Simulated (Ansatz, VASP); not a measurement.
TaN in VASP and in Ansatz

```xyz
4
Lattice="3.1913 0.0000 0.0000 -1.5956 2.7637 0.0000 0.0000 0.0000 5.4768" Properties=species:S:1:pos:R:3 pbc="T T T"
Ta    0.0000    1.8425    0.1670
Ta    1.5956    0.9212    2.9054
N     0.0000    1.8425    1.9416
N     1.5956    0.9212    4.6800
```

Alike in both runs: task single point; functional PBE; k mesh 18 × 18 × 8; occupations gaussian, width 0.15 eV; no spin polarisation.

|  | VASP | Ansatz |
| --- | --- | --- |
| version | VASP 6.6.1 | Ansatz 0.2.0 |
| potentials or method | VASP PAW PBE potentials, release 64 (Ta_pv, N), cutoff 520 eV | scalar-relativistic, plane waves, PAW |
| valence electrons in the cell | 32 | 36 |

|  | VASP | Ansatz | Ansatz less VASP |
| --- | --- | --- | --- |
| gap on the k mesh at the Fermi level (eV) | none | none | - |
| rms of the force components (eV/Å) | 2.836 | 2.735 | -0.1007 |

Atom by atom the forces differ by 0.101 eV/Å (rms over components). A gap of «none» marks a metal or a gap that the smearing closes. VASP's potentials hold 32 valence electrons a cell and Ansatz's 36, so a difference there can come from the potentials and not from the codes.

Neither program's run includes spin-orbit coupling.
